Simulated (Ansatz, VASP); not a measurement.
One calculation of ZrB2, two programs

```
CELL_PARAMETERS angstrom
3.17071 0.00000 0.00000
-1.58536 2.74592 0.00000
0.00000 0.00000 3.54313
ATOMIC_POSITIONS crystal
Zr 0.00000 0.00000 0.50000
B 0.33333 0.66667 0.00000
B 0.66667 0.33333 0.00000
```

Alike in both runs: functional PBE; k mesh 12 × 12 × 10; occupations gaussian, width 0.1 eV; no spin polarisation.

Ansatz relaxed the structure, and its values are those at the end. VASP's run is a single point on that final structure, the one shown.

|  | VASP | Ansatz |
| --- | --- | --- |
| version | VASP 6.6.1 | Ansatz 0.2.0 |
| potentials or method | VASP PAW PBE potentials, release 64 (Zr_sv, B), cutoff 520 eV | scalar-relativistic, plane waves, PAW |
| valence electrons in the cell | 18 | 18 |

VASP gave:

* gap on the k mesh at the Fermi level (eV): none
* pressure (GPa): 0.1

Task: What did Ansatz give for the same quantities?

Result: gap on the k mesh at the Fermi level (eV): none; pressure (GPa): 0.0.

A gap of «none» marks a metal or a gap that the smearing closes. The functional is the same, so the differences come from potentials, cutoffs and numerics.
